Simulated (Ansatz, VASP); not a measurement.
**MgC: VASP beside Ansatz**

INCAR

```
SYSTEM = MgC
PREC = Accurate
ENCUT = 600
EDIFF = 1E-6
ISMEAR = 0
SIGMA = 0.1
LREAL = .FALSE.
LASPH = .TRUE.
NELM = 100
ALGO = Normal
ISIF = 3
LWAVE = .FALSE.
LCHARG = .FALSE.
GGA = PE
IBRION = 2
NSW = 100
EDIFFG = -0.01
```

File KPOINTS:

```
Automatic mesh
0
G
  12 12 4
  0 0 0
```

Contents of POSCAR:

```
MgC
1.0
    3.5499721398      0.0000000000      0.0000000000
   -1.7749860699      3.0743660558      0.0000000000
    0.0000000000      0.0000000000      9.0516644640
Mg C
4 4
Direct
    0.0000000000      0.0000000000      0.0000000000
    0.3333333333      0.6666666667      0.2500000000
    0.0000000000      0.0000000000      0.5000000000
    0.6666666667      0.3333333333      0.7500000000
    0.6666666667      0.3333333333      0.1713247964
    0.6666666667      0.3333333333      0.3286752036
    0.3333333333      0.6666666667      0.6713247964
    0.3333333333      0.6666666667      0.8286752036
```

Input for Ansatz:

```yaml
crystal:
  lattice:
    - [3.5499721398, 0.0, 0.0]
    - [-1.7749860699, 3.0743660558, 0.0]
    - [0.0, 0.0, 9.051664464]
  atoms:
    - { symbol: Mg, position: [0.0, 0.0, 0.0] }
    - { symbol: Mg, position: [0.3333333333, 0.6666666667, 0.25] }
    - { symbol: Mg, position: [0.0, 0.0, 0.5] }
    - { symbol: Mg, position: [0.6666666667, 0.3333333333, 0.75] }
    - { symbol: C, position: [0.6666666667, 0.3333333333, 0.1713247964] }
    - { symbol: C, position: [0.6666666667, 0.3333333333, 0.3286752036] }
    - { symbol: C, position: [0.3333333333, 0.6666666667, 0.6713247964] }
    - { symbol: C, position: [0.3333333333, 0.6666666667, 0.8286752036] }
basis:
  ecutwfc: 420
kpoints:
  mp_grid: { grid: [12, 12, 4] }
hamiltonian:
  xc: pbe
scf:
  occupations: { method: gaussian, width: 0.1 }
output:
  forces: true
  stress: true
  eigenvalues: true
  write_density: true
  write_potential: true
  elf: true
  volumetric_format: npy
relax:
  adjacent_minimum: "off"
  f_tol: 0.01
  max_steps: 80
  cell: { stress_tol: 0.05 }
```

Alike in both runs: task relaxation of cell and atoms; functional PBE; k mesh 12 × 12 × 4; occupations gaussian, width 0.1 eV; no spin polarisation.

```csv
,VASP,Ansatz
version,VASP 6.6.1,Ansatz 0.2.0
potentials or method,"VASP PAW PBE potentials, release 64 (Mg, C), cutoff 600 eV","scalar-relativistic, plane waves, PAW"
valence electrons in the cell,24,56
```

|  | VASP | Ansatz | Ansatz less VASP |
| --- | --- | --- | --- |
| gap on the k mesh at the Fermi level, each at its own relaxed structure (eV) | none | none | - |
| relaxed volume (Å³/atom) | 12.32 | 12.37 | +0.055 |
| relaxed cell length with the largest relative difference (Å) | 9.056 | 9.072 | +0.0162 |

A gap of «none» marks a metal or a gap that the smearing closes. VASP's potentials hold 24 valence electrons a cell and Ansatz's 56, so a difference there can come from the potentials and not from the codes.
